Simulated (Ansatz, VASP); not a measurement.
**Li: VASP beside Ansatz**

```xyz
3
Lattice="1.5505 0.8952 7.4365 -1.5505 0.8952 7.4365 0.0000 -1.7904 7.4365" Properties=species:S:1:pos:R:3 pbc="T T T"
Li    0.0000    0.0000    0.0000
Li    0.0000    0.0000    4.9527
Li    0.0000    0.0000   17.3569
```

Change from the starting cell: zz strain of -2 %.

Alike in both runs: task single point; functional LDA; k mesh 12 × 12 × 12; occupations fermi-dirac, width 0.08 eV; no spin polarisation.

|  | VASP | Ansatz |
| --- | --- | --- |
| version | VASP 6.6.1 | Ansatz 0.2.0 |
| potentials or method | VASP PAW LDA potentials, release 64 (Li_sv), cutoff 520 eV | all-electron LAPW, scalar-relativistic |

```csv
,VASP,Ansatz,Ansatz less VASP
rms of the force components (eV/Å),0.004,0.004,-0.0001
```

LDA's correlation is that of Perdew and Zunger in VASP and of Perdew and Wang (1992) in Ansatz. Atom by atom the forces differ by 0.000 eV/Å (rms over components). Ansatz ran all-electron here, and VASP with PAW potentials.

Noted on VASP's run: the cutoff is short for stress, so the pressure is rough.
